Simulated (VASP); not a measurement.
# Al2Cu (I4/mcm) in VASP: a series of runs

The runs below take Al2Cu through single point, with PBEsol.

All numbers are computed with VASP 6.6.1; they aren't measurements. Logs are shortened: lines on timing, memory, paths and dates and some standing lists are left out, and cuts for length are marked.

## Step 1: The cell of the first run

It takes space group I4/mcm (No. 140, tetragonal). Conventional cell: a = 5.873 Å, b = 5.873 Å, c = 4.586 Å, α = 90.00°, β = 90.00°, γ = 90.00°. Within 3.3 Å of Al (site symmetry m2m) lie 4 Cu at 2.49 Å and 11 Al at 2.65 to 3.12 Å. Cu (site symmetry 422) has 2 Cu at 2.29 Å and 8 Al at 2.49 Å within 3.0 Å.

## Step 2: Single point, PBEsol

INCAR reads:

```
  PREC = Accurate
  ENCUT = 520
  EDIFF = 1E-6
  ISMEAR = 0
  SIGMA = 0.15
  LREAL = False
  LASPH = True
  NELM = 80
  ALGO = Fast
  ISIF = 2
  LWAVE = False
  LCHARG = False
  GGA = PS
  NBANDS = 26
```

KPOINTS reads:

```
Automatic mesh
0
Gamma
  10 10 10
```

POSCAR reads:

```
Al2Cu
1.0
   -2.9366000000      2.9366000000      2.2931000000
    2.9366000000     -2.9366000000      2.2931000000
    2.9366000000      2.9366000000     -2.2931000000
Al Cu
4 2
Direct
    0.1593210787      0.6593210787      0.8186421574
    0.6593210787      0.8406789213      0.5000000000
    0.8406789213      0.3406789213      0.1813578426
    0.3406789213      0.1593210787      0.5000000000
    0.7500000000      0.7500000000      0.0000000000
    0.2500000000      0.2500000000      0.0000000000
```

Potentials or basis: VASP PAW PBE potentials, release 64 (Al, Cu).

Started as:

```
$ cat potpaw_PBE.64/Al/POTCAR potpaw_PBE.64/Cu/POTCAR > POTCAR
$ mpirun -np 1 vasp_std > vasp.out
```

OUTCAR:

```text
PREC = Accurate
   ENCUT = 520
   EDIFF = 1E-6
   ISMEAR = 0
   LREAL = False
   LASPH = True
   NELM = 80
   ISIF = 2
   GGA = PS

 ion  position               nearest neighbor table
   1  0.159  0.659  0.819-   5 2.49   6 2.49   5 2.49   6 2.49   3 2.65   3 2.74   3 2.74   4 2.96
                             2 2.96   2 2.96   4 2.96   4 3.12   2 3.12   2 3.12   4 3.12
   2  0.659  0.841  0.500-   6 2.49   5 2.49   5 2.49   6 2.49   4 2.65   4 2.74   4 2.74   3 2.96
                             1 2.96   1 2.96   3 2.96   1 3.12   3 3.12   1 3.12   3 3.12
   3  0.841  0.341  0.181-   5 2.49   6 2.49   5 2.49   6 2.49   1 2.65   1 2.74   1 2.74   2 2.96
                             4 2.96   4 2.96   2 2.96   4 3.12   2 3.12   4 3.12   2 3.12
   4  0.341  0.159  0.500-   5 2.49   6 2.49   6 2.49   5 2.49   2 2.65   2 2.74   2 2.74   3 2.96
                             1 2.96   1 2.96   3 2.96   1 3.12   3 3.12   3 3.12   1 3.12
   5  0.750  0.750  0.000-   6 2.29   6 2.29   4 2.49   2 2.49   4 2.49   2 2.49   1 2.49   3 2.49
                             3 2.49   1 2.49
   6  0.250  0.250  0.000-   5 2.29   5 2.29   2 2.49   4 2.49   2 2.49   4 2.49   3 2.49   1 2.49
                             1 2.49   3 2.49

  LATTYP: Found a body centered tetragonal cell.
 ALAT       =     5.8732000000
 C/A-ratio  =     0.7808690322

  Lattice vectors:

 A1 = (  -2.9366000000,   2.9366000000,   2.2931000000)
 A2 = (   2.9366000000,  -2.9366000000,   2.2931000000)
 A3 = (   2.9366000000,   2.9366000000,  -2.2931000000)

Analysis of symmetry for initial positions (statically):
=====================================================================
 Subroutine PRICEL returns:
 Original cell was already a primitive cell.

 Routine SETGRP: Setting up the symmetry group for a
 body centered tetragonal supercell.

 Subroutine GETGRP returns: Found 16 space group operations
 (whereof  8 operations were pure point group operations)
 out of a pool of 16 trial point group operations.

The static configuration has the point symmetry C_4h.
 The point group associated with its full space group is D_4h.

Analysis of symmetry for dynamics (positions and initial velocities):
=====================================================================
 Subroutine PRICEL returns:
 Original cell was already a primitive cell.

 Routine SETGRP: Setting up the symmetry group for a
 body centered tetragonal supercell.

 Subroutine GETGRP returns: Found 16 space group operations
 (whereof  8 operations were pure point group operations)
 out of a pool of 16 trial point group operations.

The dynamic configuration has the point symmetry C_4h.
 The point group associated with its full space group is D_4h.

 Subroutine INISYM returns: Found 16 space group operations
 (whereof  8 operations are pure point group operations),
 and found     1 'primitive' translations

----------------------------------------------------------------------------------------

                                     Primitive cell

  volume of cell :      79.0993

  direct lattice vectors                    reciprocal lattice vectors
    -2.936600000  2.936600000  2.293100000     0.000000000  0.170264932  0.218045441
     2.936600000 -2.936600000  2.293100000     0.170264932  0.000000000  0.218045441
     2.936600000  2.936600000 -2.293100000     0.170264932  0.170264932  0.000000000

  length of vectors
     4.744001131  4.744001131  4.744001131     0.276647721  0.276647721  0.240790976

  position of ions in fractional coordinates (direct lattice)
     0.159321079  0.659321079  0.818642157
     0.659321079  0.840678921  0.500000000
     0.840678921  0.340678921  0.181357843
     0.340678921  0.159321079  0.500000000
     0.750000000  0.750000000  0.000000000
     0.250000000  0.250000000  0.000000000

  ion indices of the primitive-cell ions
   primitive index   ion index
                 1           1
                 2           2
                 3           3
                 4           4
                 5           5
                 6           6

----------------------------------------------------------------------------------------

 KPOINTS: Automatic mesh

Automatic generation of k-mesh.
 Grid dimensions read from file:
 generate k-points for:   10   10   10

 Generating k-lattice:

  Cartesian coordinates                     Fractional coordinates (reciprocal lattice)
     0.000000000  0.017026493  0.021804544     0.100000000  0.000000000 -0.000000000
     0.017026493  0.000000000  0.021804544     0.000000000  0.100000000 -0.000000000
     0.017026493  0.017026493  0.000000000     0.000000000  0.000000000  0.100000000

  Length of vectors
     0.027664772  0.027664772  0.024079098

  Shift w.r.t. Gamma in fractional coordinates (k-lattice)
     0.000000000  0.000000000  0.000000000

 Subroutine IBZKPT returns following result:
 ===========================================

 Found    102 irreducible k-points:

 Following reciprocal coordinates:
            Coordinates               Weight
  0.000000  0.000000  0.000000      1.000000
  0.100000 -0.000000  0.000000      8.000000
  0.200000 -0.000000  0.000000      8.000000
  0.300000  0.000000  0.000000      8.000000
  0.400000 -0.000000  0.000000      8.000000
  0.500000 -0.000000  0.000000      4.000000
[... 16 lines left out ...]
  0.300000  0.300000  0.000000      8.000000
  0.400000  0.300000  0.000000     16.000000
 [... further k-points ...]
   k-points           NKPTS =    102   k-points in BZ     NKDIM =    102   number of bands    NBANDS=     26
   number of dos      NEDOS =    301   number of ions     NIONS =      6
   total plane-waves  NPLWV =  46656
   dimension x,y,z NGX =    36 NGY =   36 NGZ =   36
   dimension x,y,z NGXF=    72 NGYF=   72 NGZF=   72
   ions per type =               4   2
   NGX,Y,Z   is equivalent  to a cutoff of  12.62, 12.62, 12.62 a.u.
   NGXF,Y,Z  is equivalent  to a cutoff of  25.23, 25.23, 25.23 a.u.
 SYSTEM =  unknown system
   PREC   = accura    normal or accurate (medium, high low for compatibility)
   ISTART =      0    job   : 0-new  1-cont  2-samecut
   ICHARG =      2    charge: 1-file 2-atom 10-const
   ISPIN  =      1    spin polarized calculation?
   LNONCOLLINEAR =      F non collinear calculations
   LSORBIT =      F    spin-orbit coupling
   LASPH  =      T    aspherical Exc in radial PAW
   ENCUT  =  520.0 eV  38.22 Ry    6.18 a.u.   8.82  8.82  8.82*2*pi/ulx,y,z
   NELM   =     80;   NELMIN=  2; NELMDL= -5     # of ELM steps
   EDIFF  = 0.1E-05   stopping-criterion for ELM
   LREAL  =      F    real-space projection
   EDIFFG = 0.1E-04   stopping-criterion for IOM
   NSW    =      0    number of steps for IOM
   IBRION =     -1    ionic relax: 0-MD 1-quasi-New 2-CG
   NFREE  =      0    steps in history (QN), initial steepest desc. (CG)
   ISIF   =      2    stress and relaxation
   ISYM   =      2    0-nonsym 1-usesym 2-fastsym
   POTIM  = 0.5000    time-step for ionic-motion
   TEBEG  =    0.0;   TEEND  =   0.0 temperature during run
   PSTRESS=    0.0 pullay stress
   NELECT =      34.0000    total number of electrons
   NUPDOWN=      -1.0000    fix difference up-down
   EMIN   =  10.00;   EMAX   =-10.00  energy-range for DOS
   EFERMI =   0.00;   METHOD = LEGACY
   ISMEAR =     0;   SIGMA  =   0.15  broadening in eV -4-tet -1-fermi 0-gaus
   EFERMI_NEDOS =   21; number of points for ismear=-14 and -15
   IALGO  =     68    algorithm
   IMIX   =      4    mixing-type and parameters
     AMIX     =   0.40;   BMIX     =  1.00
     AMIX_MAG =   1.60;   BMIX_MAG =  1.00
  volume/ion in A,a.u.               =      13.18        88.96
  Fermi-wavevector in a.u.,A,eV,Ry     =   1.235502  2.334761 20.768835  1.526466
  Thomas-Fermi vector in A             =   2.370149
   LORBIT       =      0    0 simple, 1 ext, 2 COOP (PROOUT), +10 PAW based schemes
   GGA     = PS    functional components
   LHFCALC =     F    Hartree Fock is set to
   AEXX    =    0.0000 exact exchange contribution
   IVDW    =     0    specifies the selected vdW correction
   LEPSILON=     F    determine dielectric tensor
   LRPA    =     F    only Hartree local field effects (RPA)
 non-spin polarized calculation
 RMM-DIIS sequential band-by-band and
 Gauss-broadening in eV      SIGMA  =   0.15
  energy-cutoff  :      520.00
  volume of cell :       79.10
 maximum number of plane-waves:      2156
   NGX = 17   NGY = 17   NGZ = 17

 number of electron      33.9999993 magnetization

 Free energy of the ion-electron system (eV)
  ---------------------------------------------------
  ext. energy  EPLUGINS =         0.00000000
  ---------------------------------------------------
  free energy    TOTEN  =       -25.70981765 eV

  energy without entropy =      -25.69219083  energy(sigma->0) =      -25.70100424

 E-fermi :   9.4011     XC(G=0): -11.4764

 val. band max:        9.3684057549   @ k =   0.5000   0.5000   0.2000
 cond. band min:       9.4031042871   @ k =  -0.2000   0.3000   0.2000
 fundamental gap:      0.0346985321
 Fermi energy:         9.4011055296

 k-point     1 :       0.0000    0.0000    0.0000
  band No.  band energies     occupation
      1      -2.3444      2.00000
      2       3.3338      2.00000
      3       3.4446      2.00000
      4       3.5393      2.00000
      5       3.5393      2.00000
      6       4.5686      2.00000
[... 18 lines left out ...]
     25      14.7302      0.00000
     26      15.4371      0.00000

 k-point     2 :       0.1000   -0.0000    0.0000
  band No.  band energies     occupation
      1      -2.2287      2.00000
      2       3.3285      2.00000
      3       3.4804      2.00000
      4       3.5243      2.00000
      5       3.5395      2.00000
      6       4.5497      2.00000
[... 18 lines left out ...]
     25      14.8697      0.00000
     26      15.6810      0.00000

 k-point     3 :       0.2000   -0.0000    0.0000
  band No.  band energies     occupation
      1      -1.8832      2.00000
      2       3.3201      2.00000
      3       3.3809      2.00000
      4       3.5329      2.00000
      5       3.5846      2.00000
      6       4.4772      2.00000
[... 18 lines left out ...]
     25      15.3457      0.00000
     26      15.8827      0.00000

 k-point     4 :       0.3000    0.0000    0.0000
  band No.  band energies     occupation
      1      -1.3129      2.00000
      2       2.7117      2.00000
      3       3.3286      2.00000
      4       3.5187      2.00000
      5       3.7233      2.00000
      6       4.3780      2.00000
[... 18 lines left out ...]
     25      16.1335      0.00000
     26      17.0443      0.00000

 k-point     5 :       0.4000   -0.0000    0.0000
  band No.  band energies     occupation
      1      -0.5275      2.00000
      2       1.5846      2.00000
      3       3.3653      2.00000
      4       3.4823      2.00000
      5       3.8577      2.00000
      6       4.1988      2.00000
[... 18 lines left out ...]
     25      16.5097      0.00000
     26      16.5354      0.00000

 k-point     6 :       0.5000   -0.0000    0.0000
  band No.  band energies     occupation
      1       0.4537      2.00000
      2       0.4537      2.00000
      3       3.4247      2.00000
      4       3.4247      2.00000
      5       4.0000      2.00000
      6       4.0000      2.00000
[... 427 lines left out ...]
 k-point    21 :      -0.3000    0.2000    0.0000
  band No.  band energies     occupation
      1      -1.7094      2.00000
      2       2.2300      2.00000
      3       3.4178      2.00000
      4       3.5315      2.00000
      5       3.6737      2.00000
      6       4.3069      2.00000
[... 18 lines left out ...]
     25      14.2503      0.00000
     26      18.3336      0.00000

 k-point    22 :      -0.2000    0.2000    0.0000
  band No.  band energies     occupation
      1      -1.9967      2.00000
      2       2.6044      2.00000
      3       3.4716      2.00000
      4       3.4865      2.00000
      5       3.6378      2.00000
      6       4.4018      2.00000
[... 18 lines left out ...]
     25      13.1417      0.00000
     26      18.1658      0.00000

 k-point    23 :       0.3000    0.3000    0.0000
  band No.  band energies     occupation
      1       0.8972      2.00000
      2       1.1342      2.00000
      3       1.2108      2.00000
      4       3.3899      2.00000
      5       4.1794      2.00000
      6       4.1949      2.00000
[... 18 lines left out ...]
     25      16.2778      0.00000
     26      17.6203      0.00000

 k-point    24 :       0.4000    0.3000    0.0000
  band No.  band energies     occupation
      1       0.1871      2.00000
      2       1.0036      2.00000
      3       1.9642      2.00000
      4       3.5007      2.00000
      5       3.9286      2.00000
      6       4.1179      2.00000
[... 18 lines left out ...]
     25      16.5832      0.00000
     26      16.8369      0.00000

 [... further k-points ...]

------------------------ aborting loop because EDIFF is reached ----------------------------------------

  FORCE on cell =-STRESS in cart. coord.  units (eV):
  Direction    XX          YY          ZZ          XY          YZ          ZX
  --------------------------------------------------------------------------------------
  -------------------------------------------------------------------------------------
  Total        5.3229085      5.3229085      8.3047205      0.0000000      0.0000000      0.0000000
  in kB      107.8169426    107.8169426    168.2143446      0.0000000      0.0000000      0.0000000
  external PRESSURE =     127.9494099 kB  Pullay stress =       0.0000000 kB

 VOLUME and BASIS-vectors are now :
 -----------------------------------------------------------------------------
  energy-cutoff  :      520.00
  volume of cell :       79.10
      direct lattice vectors                 reciprocal lattice vectors
    -2.936600000  2.936600000  2.293100000     0.000000000  0.170264932  0.218045441
     2.936600000 -2.936600000  2.293100000     0.170264932  0.000000000  0.218045441
     2.936600000  2.936600000 -2.293100000     0.170264932  0.170264932  0.000000000

 POSITION                                       TOTAL-FORCE (eV/Angst)
 -----------------------------------------------------------------------------------
      3.87232      0.93572      0.00000        -0.140040     -0.140040      0.000000
      2.00088      0.93572      2.29310         0.140040     -0.140040      0.000000
     -0.93572      2.00088      2.29310         0.140040      0.140040     -0.000000
      0.93572      2.00088      0.00000        -0.140040      0.140040      0.000000
      0.00000      0.00000      3.43965        -0.000000      0.000000      0.000000
      0.00000      0.00000      1.14655        -0.000000      0.000000      0.000000
 -----------------------------------------------------------------------------------
    total drift:                                0.000000      0.000000      0.000000

  FREE ENERGIE OF THE ION-ELECTRON SYSTEM (eV)
  ---------------------------------------------------
  free  energy   TOTEN  =       -25.7098176454 eV

  energy  without entropy=      -25.6921908274  energy(sigma->0) =      -25.70100424
```

Wall time 1.9 min (1 thread of AMD EPYC 9R45 (Zen 5), shared host); peak memory 0.29 GiB.

What came out:

| Quantity | Value |
| --- | --- |
| Free energy | -25.7098 eV |
| Pressure | 12.8 GPa |
| Largest force | 0.198 eV/Å |
| Band gap on the k mesh | zero (bands 17 and 18 overlap by 5.01 eV) |

Forces in eV/Å, atoms in the order of the input:
```
Al  -0.140 -0.140  0.000
Al   0.140 -0.140  0.000
Al   0.140  0.140  0.000
Al  -0.140  0.140  0.000
Cu   0.000  0.000  0.000
Cu   0.000  0.000  0.000
```

Caveat: the cell stands under pressure; the PAW data sets were made with another functional, which shifts forces and pressure a little.

## Step 3: Single point, PBEsol

This run uses another cell than the first one, of 14.89 Å³/atom.

INCAR reads:

```
PREC = Accurate ; ENCUT = 520
EDIFF = 1E-6 ; ISMEAR = 0
SIGMA = 0.15 ; LREAL = False
LASPH = True ; NELM = 60
ALGO = Fast ; ISIF = 2
LWAVE = False ; LCHARG = False
GGA = PS ; NBANDS = 26
```

KPOINTS is that of step 2.

POSCAR: that of step 2 with these lines changed.

```diff
@@ -2,5 +2,5 @@
 1.0
-   -2.9366000000      2.9366000000      2.2931000000
-    2.9366000000     -2.9366000000      2.2931000000
-    2.9366000000      2.9366000000     -2.2931000000
+   -3.0264500000      3.0264500000      2.4379500000
+    3.0264500000     -3.0264500000      2.4379500000
+    3.0264500000      3.0264500000     -2.4379500000
 Al Cu
```

Potentials or basis: VASP PAW PBE potentials, release 64 (Al, Cu).

Started as:

```
$ cat potpaw_PBE.64/Al/POTCAR potpaw_PBE.64/Cu/POTCAR > POTCAR
$ mpirun -np 1 vasp_std > vasp.out
```

Run time: 3.5 min. Hardware: 1 thread of Intel Xeon 6975P-C (Granite Rapids), shared host; peak memory 0.37 GiB.

The run converged. Its results:

| Quantity | Value |
| --- | --- |
| Free energy | -26.0033 eV |
| Pressure | -2.8 GPa |
| Largest force | 0.017 eV/Å |
| Band gap on the k mesh | zero (bands 17 and 18 overlap by 4.33 eV) |

Forces on the atoms (eV/Å):
```
Al   0.012  0.012  0.000
Al  -0.012  0.012  0.000
Al  -0.012 -0.012  0.000
Al   0.012 -0.012  0.000
Cu   0.000  0.000  0.000
Cu   0.000  0.000  0.000
```

Stress tensor (GPa, compression positive):
```
-2.76  0.00  0.00
 0.00 -2.76  0.00
 0.00  0.00 -2.84
```

Levels at points of the mesh, in eV from the Fermi level:
```tsv
k point	band 14	band 15	band 16	band 17	band 18	band 19	band 20	band 21
(0.00, 0.00, 0.00)	-1.93	-1.37	-1.19	-1.19	-0.81	-0.33	0.11	1.44
(0.50, 0.00, 0.00)	-3.06	-2.59	-2.59	0.24	0.24	4.04	4.04	4.31
(0.50, 0.50, 0.00)	-2.77	-1.44	-1.25	-0.95	-0.68	0.80	1.24	4.66
(0.50, 0.50, 0.50)	-3.22	-3.22	-1.82	2.58	2.96	2.96	3.32	4.03
```

Caveat: the PAW data sets were made with another functional, which shifts forces and pressure a little.

[end of part 1 of 2]
